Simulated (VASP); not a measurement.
**Ir: relaxation of volume and atoms at fixed shape with PBEsol**

The system is Ir.

```
Ir
1.0
     2.70907    0.00000    0.00000
     1.35453    2.34612    0.00000
     1.35453    0.78204    2.21194
Ir
1
Cartesian
  0.0000 0.0000 0.0000
```

- Program: VASP 6.6.1
- Task: relaxation of volume and atoms at fixed shape
- Functional: PBEsol
- Potentials or basis: VASP PAW PBE potentials, release 64 (Ir)
- Cutoff: 600 eV
- k mesh: 9 × 9 × 9
- Occupations: fermi-dirac, width 0.1 eV
- Spin: no spin polarisation
- Dipole correction: no
- Further INCAR settings: ALGO = Normal; EDIFF = 1e-06; IBRION = 2; EDIFFG = -0.01; NSW = 80; ISIF = 8

The relaxed volume is 14.07 Å³/atom. The relaxed cell is a = 2.710 Å, b = 2.710 Å, c = 2.710 Å, α = 60.00°, β = 60.00°, γ = 60.00°. The space group after relaxing (to 0.05 Å) is Fm-3m (No. 225) and the energy gained by relaxing is 0.0 meV/atom. The ionic steps are 3 and the pressure after relaxing is 0.0 GPa.

Final structure:
```xyz
1
Lattice="2.7101 0.0000 0.0000 1.3551 2.3470 0.0000 1.3551 0.7823 2.2128" Properties=species:S:1:pos:R:3 pbc="T T T"
Ir    0.0000    0.0000    0.0000
```

Levels at points of the mesh, in eV from the Fermi level:
| k point | band 2 | band 3 | band 4 | band 5 | band 6 | band 7 | band 8 |
| --- | --- | --- | --- | --- | --- | --- | --- |
| (0.00, 0.00, 0.00) | -3.81 | -3.81 | -3.81 | -1.09 | -1.09 | 14.44 | 20.03 |

Wall time 8.3 s on 1 thread of Intel(R) Xeon(R) Platinum 8559C (Emerald Rapids), with other jobs on the host, peak memory 0.13 GiB.

Caveat: the PAW data sets were made with another functional, which shifts forces and pressure a little; spin-orbit coupling is left out, which moves the levels of the heavy elements.
